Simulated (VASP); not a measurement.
Here is a VASP 6.6.1 calculation.

Contents of INCAR:

```
SYSTEM = ZrS
PREC     = Accurate       ! precision mode
ENCUT    = 520            ! plane-wave cutoff, eV
EDIFF    = 1E-6           ! SCF threshold, eV
ISMEAR   = -1             ! smearing method
SIGMA    = 0.2            ! smearing width, eV
LREAL    = .False.        ! projectors in reciprocal space
LASPH    = .True.         ! aspherical terms in the spheres
NELM     = 80             ! most SCF steps
ALGO     = Normal         ! electronic algorithm
ISIF     = 2              ! what is computed and relaxed
LWAVE    = .False.        ! write WAVECAR
LCHARG   = .True.         ! write CHGCAR
GGA      = PS             ! functional
LELF     = .True.         ! ELF
LVHAR    = .True.       
NBANDS   = 16             ! bands
```

The input KPOINTS:

```
regular mesh
0
Gamma
  14 14 14
  0 0 0
```

The input POSCAR:

```
ZrS
1.0
    0.0000000000      2.6250000000      2.6250000000
    2.6250000000      0.0000000000      2.6250000000
    2.6250000000      2.6250000000      0.0000000000
Zr S
1 1
Direct
    0.0000000000      0.0000000000      0.0000000000
    0.5000000000      0.5000000000      0.5000000000
```

Potentials or basis: VASP PAW PBE potentials, release 64 (Zr_sv, S).

The run is started by

```sh
$ cat potpaw_PBE.64/Zr_sv/POTCAR potpaw_PBE.64/S/POTCAR > POTCAR
$ mpirun -np 1 vasp_std > vasp.out
```

Problem. Estimate the pressure.

Solution. -5.7 GPa.

Problem. What does it give for the band gap on the k mesh?

Solution. Zero (band 9 reaches 12.08 eV, above the bottom of band 10 at 9.25 eV).

Caveat: the PAW data sets were made with another functional, which shifts forces and pressure a little.
